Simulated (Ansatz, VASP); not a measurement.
## KCl in VASP and in Ansatz

```
CELL_PARAMETERS angstrom
0.00000 3.50728 3.50728
3.50728 0.00000 3.50728
3.50728 3.50728 0.00000
ATOMIC_POSITIONS crystal
K 0.00000 0.00000 0.00000
Cl 0.25000 0.25000 0.25000
```

Alike in both runs: task single point; functional PBE-based screened hybrid with a share of 0.1 of exact exchange and HFSCREEN = 0.3; k mesh 4 × 4 × 4; no spin polarisation.

```csv
,VASP,Ansatz
version,VASP 6.6.1,Ansatz 0.2.0
potentials or method,"VASP PAW PBE potentials, release 64 (K_sv, Cl)",plane waves
plane-wave cutoff (eV),520,420
occupations,"gaussian, width 0.01 eV",fixed
valence electrons in the cell,16,16
```

|  | VASP | Ansatz | Ansatz less VASP |
| --- | --- | --- | --- |
| gap on the k mesh at the Fermi level (eV) | 5.17 | 5.17 | +0.001 |
| pressure (GPa) | 0.2 | 0.2 | -0.02 |

VASP's potentials were made for PBE, not for PBE-based screened hybrid. Ansatz's warnings: stress exchange threshold loose, stress scf threshold loose.
